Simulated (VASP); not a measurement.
# Mg3Se (Immm) in VASP: a series of runs, part 2 of 2

VASP 6.6.1.

## (4) Relaxation of cell and atoms, PBE

Contents of INCAR:

```
PREC     = Accurate       # precision mode
ENCUT    = 600            # plane-wave cutoff, eV
EDIFF    = 1E-6           # SCF threshold, eV
ISMEAR   = 0              # smearing method
SIGMA    = 0.1            # smearing width, eV
LREAL    = F              # projectors in reciprocal space
LASPH    = T              # aspherical terms in the spheres
NELM     = 100            # most SCF steps
ALGO     = Normal         # electronic algorithm
ISIF     = 3              # what is computed and relaxed
LWAVE    = F              # write WAVECAR
LCHARG   = F              # write CHGCAR
GGA      = PE             # functional
IBRION   = 2              # ionic algorithm
NSW      = 90             # ionic steps
EDIFFG   = -0.04          # ionic threshold
```

Contents of KPOINTS:

```
Automatic mesh
0
Gamma
  6 6 6
```

Contents of POSCAR:

```
Mg3Se
1.0
   -2.0475119400      3.1076553600      3.3041646800
    2.0475119400     -3.1076553600      3.3041646800
    2.0475119400      3.1076553600     -3.3041646800
Mg Se
3 1
Direct
    0.3110522100      0.5000000000      0.8110522100
    0.6889477900      0.5000000000      0.1889477900
    0.5000000000      0.0000000000      0.5000000000
    0.0000000000      0.5000000000      0.5000000000
```

On the command line:

```console
$ cat potpaw_PBE.64/Mg/POTCAR potpaw_PBE.64/Se/POTCAR > POTCAR
$ mpirun -np 1 vasp_std > vasp.out
```

Wall time 9.7 min (1 thread of Intel Xeon 6975P-C (Granite Rapids), shared host); peak memory 0.29 GiB.

The run converged. Its results:

| Item | Value |
| --- | --- |
| Free energy | -8.8413 eV |
| Relaxed volume | 26.20 Å³/atom |
| Relaxed cell | a = 6.355 Å, b = 6.355 Å, c = 6.355 Å, α = 146.34°, β = 59.94°, γ = 131.96° |
| Space group after relaxing (to 0.05 Å) | Immm (No. 71) |
| Energy gained by relaxing | 2130.2 meV/atom |
| Ionic steps | 43 |
| Pressure after relaxing | -0.1 GPa |
| Largest force after relaxing | 0.021 eV/Å |
| Band gap on the k mesh | zero (band 6 reaches 2.45 eV, above the bottom of band 7 at 1.96 eV) |

Forces in eV/Å, atoms in the order of the input:
```
Mg   0.000  0.021  0.000
Mg   0.000 -0.021  0.000
Mg   0.000  0.000  0.000
Se   0.000  0.000  0.000
```

Stress tensor (GPa, compression positive):
```
-0.01  0.00  0.00
 0.00 -0.20  0.00
 0.00  0.00  0.02
```

Step by step:
| step | energy change (eV) | largest force (eV/Å) | pressure (GPa) | volume (Å³) |
| --- | --- | --- | --- | --- |
| 1 | 0.0000 | 5.2301 | 46.06 | 84.10 |
| 3 | -6.3687 | 2.7433 | 2.33 | 122.08 |
| 5 | -6.3927 | 2.4485 | 0.27 | 130.17 |
| 7 | -7.5677 | 0.6322 | -3.24 | 137.45 |
| 9 | -7.6708 | 0.2095 | -3.36 | 139.55 |
| 11 | -7.9039 | 0.2406 | -0.60 | 121.97 |
| 13 | -7.9796 | 0.1341 | 0.02 | 115.06 |
| 15 | -7.9913 | 0.2054 | -0.01 | 114.17 |
| 17 | -8.0081 | 0.1974 | -0.15 | 113.89 |
| 19 | -8.0322 | 0.2044 | 1.62 | 108.01 |
| 21 | -8.0363 | 0.1036 | 1.17 | 109.26 |
| 23 | -8.0625 | 0.1407 | 1.30 | 108.58 |
| 25 | -8.1826 | 0.4560 | 2.12 | 105.30 |
| 27 | -8.2235 | 0.9561 | 3.36 | 102.27 |
| 29 | -8.2305 | 1.1068 | 3.67 | 101.45 |
| 31 | -8.2618 | 1.3336 | 3.73 | 100.83 |
| 33 | -8.3394 | 1.0792 | 2.85 | 101.83 |
| 35 | -8.5048 | 0.2486 | -0.19 | 106.32 |
| 37 | -8.5090 | 0.1302 | -0.66 | 107.22 |
| 39 | -8.5166 | 0.1021 | -0.35 | 106.09 |
| 41 | -8.5201 | 0.0686 | 0.07 | 104.70 |
| 43 | -8.5207 | 0.0211 | -0.07 | 104.81 |

Final structure:
```xyz
4
Lattice="-1.8401 5.5053 2.5866 1.8401 -5.5053 2.5866 1.8401 5.5053 -2.5866" Properties=species:S:1:pos:R:3 pbc="T T T"
Mg    1.8401    2.5570    0.0000
Mg    0.0000    2.9483    2.5866
Mg    0.0000    5.5053    0.0000
Se    1.8401    0.0000    0.0000
```

Levels at points of the mesh, in eV from the Fermi level:
```tsv
k point	band 3	band 4	band 5	band 6	band 7	band 8	band 9	band 10
(0.00, 0.00, 0.00)	-4.11	-3.67	-0.45	-0.28	0.21	0.25	4.68	5.14
(0.50, 0.00, 0.00)	-4.36	-3.10	-0.89	-0.40	1.51	2.07	4.89	5.62
(0.00, 0.50, 0.00)	-3.63	-3.30	-1.12	-0.90	0.42	0.60	1.89	2.97
(0.50, 0.50, 0.00)	-3.48	-3.16	-1.85	-0.07	0.92	1.51	2.42	3.43
(0.50, 0.50, 0.50)	-3.83	-2.21	-1.19	-0.50	1.41	2.28	3.89	4.31
```

Caveat: the volume moved by over 15 % at a fixed basis, so the end points are rough.

## (5) Single point, PBE

This run uses another cell than the first one, of 26.19 Å³/atom, 1.246 times its volume.

Contents of INCAR:

```
SYSTEM = Mg3Se
PREC = Accurate
ENCUT = 520
EDIFF = 1E-7
ISMEAR = 0
SIGMA = 0.1
LREAL = .FALSE.
LASPH = .TRUE.
NELM = 100
ALGO = Normal
ISIF = 2
LWAVE = .FALSE.
LCHARG = .FALSE.
GGA = PE
NBANDS = 14
```

Contents of KPOINTS:

```
regular mesh
0
G
  16 16 16
  0 0 0
```

Contents of POSCAR:

```
Mg3Se
1.0
   -1.8526351482      2.5863098558      5.4655809222
    1.8526351482     -2.5863098558      5.4655809222
    1.8526351482      2.5863098558     -5.4655809222
Mg Se
3 1
Direct
    0.2340370699      0.7340370699      0.5000000000
    0.7659629301      0.2659629301      0.5000000000
    0.5000000000      0.5000000000      0.0000000000
    0.0000000000      0.5000000000      0.5000000000
```

On the command line:

```console
$ cat potpaw_PBE.64/Mg/POTCAR potpaw_PBE.64/Se/POTCAR > POTCAR
$ mpirun -np 1 vasp_std > vasp.out
```

Wall time 10 min (1 thread of Intel Xeon 6975P-C (Granite Rapids), shared host); peak memory 1.1 GiB.

Results (log left out):

| Property | Result |
| --- | --- |
| Free energy | -8.8399 eV |
| Pressure | -0.1 GPa |
| Band gap on the k mesh | zero (band 6 reaches 2.69 eV, above the bottom of band 7 at 1.82 eV) |

Levels at points of the mesh, in eV from the Fermi level:
| k point | band 4 | band 5 | band 6 | band 7 | band 8 | band 9 |
| --- | --- | --- | --- | --- | --- | --- |
| (0.00, 0.00, 0.00) | -3.66 | -0.51 | -0.23 | 0.23 | 0.25 | 4.71 |
| (0.50, 0.00, 0.00) | -3.08 | -0.84 | -0.46 | 1.57 | 2.09 | 4.90 |
| (0.00, 0.50, 0.00) | -3.17 | -1.86 | -0.05 | 0.89 | 1.49 | 2.40 |
| (0.50, 0.50, 0.00) | -3.28 | -1.15 | -0.92 | 0.44 | 0.60 | 1.92 |
| (0.50, 0.50, 0.50) | -2.22 | -1.14 | -0.57 | 1.46 | 2.35 | 3.93 |

## (6) Overview

| task | cell | k mesh | cutoff (eV) | gap on the mesh (eV) | pressure (GPa) | largest force (eV/Å) |
| --- | --- | --- | --- | --- | --- | --- |
| single point | a = 4.977 Å, angles 131.4, 102.7, 96.8°, 4 atoms | 6 × 6 × 6 | 520 | none | 46.1 | 5.23 |
| single point | a = 6.322 Å, angles 146.0, 60.5, 131.6°, 4 atoms | 6 × 6 × 6 | 520 | none | 0.0 | 0.01 |
| relaxation of cell and atoms | relaxed from a = 4.977 Å, angles 131.4, 102.7, 96.8°, 4 atoms | 6 × 6 × 6 | 600 | none | -0.1 | 0.02 |
| single point | a = 6.324 Å, angles 145.9, 131.7, 60.4°, 4 atoms | 16 × 16 × 16 | 520 | none | -0.1 | - |

Alike in all rows: level PBE; potentials or basis VASP PAW PBE potentials, release 64 (Mg, Se); no spin polarisation; smearing gaussian 0.1 eV.

Caveats: forces of over 1 eV/Å act on the atoms, so gaps and moduli don't describe the material at rest (some runs); the volume moved by over 15 % at a fixed basis, so the end points are rough (some runs).

Total energies depend on the potentials used, so only differences within one code and one set of settings carry meaning.
